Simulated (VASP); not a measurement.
Wanted: the native input for a VASP 6.6.1 run.

```
Task                   : single point
Functional             : LDA
Potentials or basis    : VASP PAW LDA potentials, release 64 (Hf_pv, Rh_pv)
Cutoff                 : 520 eV
k mesh                 : 5 × 5 × 5
Occupations            : fermi-dirac, width 0.05 eV
Spin                   : no spin polarisation
Dipole correction      : no
Further INCAR settings : ALGO = Normal; EDIFF = 1e-06; NBANDS = 36
```

The structure of HfRh3 lies in POSCAR:

```
HfRh3
1.0
    3.8640039820      0.0000000000      0.0000000000
    0.0000000000      3.8640039820      0.0000000000
    0.0000000000      0.0000000000      3.8640039820
Hf Rh
1 3
Direct
    0.0000000000      0.0000000000      0.0000000000
    0.0000000000      0.5000000000      0.5000000000
    0.5000000000      0.0000000000      0.5000000000
    0.5000000000      0.5000000000      0.0000000000
```

One way to write it, as run:

INCAR

```
PREC = Accurate ; ENCUT = 520
EDIFF = 1E-6 ; ISMEAR = -1
SIGMA = 0.05 ; LREAL = F
LASPH = T ; NELM = 80
ALGO = Normal ; ISIF = 2
LWAVE = F ; LCHARG = F
GGA = CA ; NBANDS = 36
```

KPOINTS

```
Automatic mesh
0
Gamma
  5 5 5
```

Potentials or basis: VASP PAW LDA potentials, release 64 (Hf_pv, Rh_pv).

Run with:

```console
$ cat potpaw_LDA.64/Hf_pv/POTCAR potpaw_LDA.64/Rh_pv/POTCAR > POTCAR
$ mpirun -np 1 vasp_std > vasp.out
```

Results of the run:

```json
{
  "Pressure": "-0.2 GPa"
}
```

It took 9.4 s on 1 thread of Intel(R) Xeon(R) 6975P-C (Granite Rapids), on a shared host, peak memory 0.15 GiB.
